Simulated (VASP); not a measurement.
Write the native input for VASP 6.6.1 that does the following.

| Property | Result |
| --- | --- |
| Task | single point |
| Functional | PBE-based screened hybrid with 10 % exact exchange |
| Potentials or basis | VASP PAW PBE potentials, release 64 (Te, Cd) |
| Cutoff | 520 eV |
| k mesh | 4 × 4 × 4 |
| Occupations | fermi-dirac, width 0.05 eV |
| Spin | no spin polarisation |
| Dipole correction | no |
| Grid for exact exchange (PRECFOCK) | Normal |
| Share of exact exchange | 0.1 |
| Further INCAR settings | ALGO = Normal; EDIFF = 1e-07; NBANDS = 16 |
| Screening parameter | 0.20787 1/Å |

Crystal: CdTe.

```
Te Cd
1.0
     0.00000    3.20500    3.20500
     3.20500    0.00000    3.20500
     3.20500    3.20500    0.00000
Te Cd
1 1
Direct
  0.75000 0.75000 0.75000
  0.00000 0.00000 0.00000
```

These files were run (other wordings do the same):

POSCAR

```
CdTe
1.0
    0.0000000000      3.2050000000      3.2050000000
    3.2050000000      0.0000000000      3.2050000000
    3.2050000000      3.2050000000      0.0000000000
Te Cd
1 1
Direct
    0.7500000000      0.7500000000      0.7500000000
    0.0000000000      0.0000000000      0.0000000000
```

INCAR.step1

```
SYSTEM = CdTe
PREC = Accurate
ENCUT = 520
EDIFF = 1E-5
ISMEAR = -1
SIGMA = 0.05
LREAL = .FALSE.
LASPH = .TRUE.
NELM = 100
ALGO = Normal
ISIF = 2
LWAVE = .TRUE.
LCHARG = .FALSE.
NBANDS = 16
GGA = PE
```

INCAR.step2

```
SYSTEM = CdTe
PREC = Accurate
ENCUT = 520
EDIFF = 1E-7
ISMEAR = -1
SIGMA = 0.05
LREAL = .FALSE.
LASPH = .TRUE.
NELM = 100
ALGO = Normal
ISIF = 2
LWAVE = .FALSE.
LCHARG = .FALSE.
GGA = PE
LHFCALC = .TRUE.
AEXX = 0.1
HFSCREEN = 0.2078699
PRECFOCK = Normal
NBANDS = 16
ISTART = 1
```

KPOINTS

```
Automatic mesh
0
G
  4 4 4
  0 0 0
```

Potentials or basis: VASP PAW PBE potentials, release 64 (Te, Cd).

Launch:

```console
$ cat potpaw_PBE.64/Te/POTCAR potpaw_PBE.64/Cd/POTCAR > POTCAR
$ cp INCAR.step1 INCAR
$ mpirun -np 1 vasp_std > vasp.out
$ cp INCAR.step2 INCAR
$ mpirun -np 1 vasp_std > vasp.out
```

It gave:

| Item | Value |
| --- | --- |
| Pressure | 4.2 GPa |
| Band gap on the k mesh | 1.18 eV |

Caveat: the k points lie up to 0.42 Å⁻¹ apart; the PAW data sets were made with another functional, which shifts forces and pressure a little; spin-orbit coupling is left out, which moves the levels of the heavy elements.

Wall time 18 min on 1 thread of Intel(R) Xeon(R) Platinum 8488C (Sapphire Rapids), on a shared host, peak memory 0.32 GiB.
